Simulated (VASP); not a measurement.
Here is a VASP 6.6.1 calculation.

The input INCAR:

```
ALGO     = All            # electronic algorithm
EDIFF    = 1E-6           # SCF threshold, eV
ENCUT    = 550            # plane-wave cutoff, eV
GGA      = PS             # functional
GGA_COMPAT= False        
ISEARCH  = 1            
ISIF     = 2              # what is computed and relaxed
ISMEAR   = 0              # smearing method
KPAR     = 4            
LASPH    = True           # aspherical terms in the spheres
LCHARG   = True           # write CHGCAR
LREAL    = False          # projectors in reciprocal space
LVHAR    = True         
LWAVE    = False          # write WAVECAR
NBANDS   = 25             # bands
NELM     = 300            # most SCF steps
PREC     = Accurate       # precision mode
SIGMA    = 0.15           # smearing width, eV
```

Contents of KPOINTS:

```
k-points
0
Gamma
  12 12 14
```

Contents of POSCAR:

```
Ti
1.0
    4.6504000000      0.0000000000      0.0000000000
   -2.3252000000      4.0273645378      0.0000000000
    0.0000000000      0.0000000000      2.4625000000
Ti
3
Direct
    0.0000000000      0.0000000000      0.0000000000
    0.3333333333      0.6666666667      0.5000000000
    0.6666666667      0.3333333333      0.5000000000
```

Potentials or basis: VASP PAW PBE potentials, release 64 (Ti_sv).

Command:

```bash
$ cat potpaw_PBE.64/Ti_sv/POTCAR > POTCAR
$ mpirun -np 4 vasp_std > vasp.out
```

(1) Estimate the pressure.

(2) Predict the band gap on the k mesh.

Results:

(1) 9.4 GPa.

(2) zero (bands 18 and 19 overlap by 1.13 eV).

Caveat: the stress differs along the axes, from 8 to 13 GPa; the PAW data sets were made with another functional, which shifts forces and pressure a little.
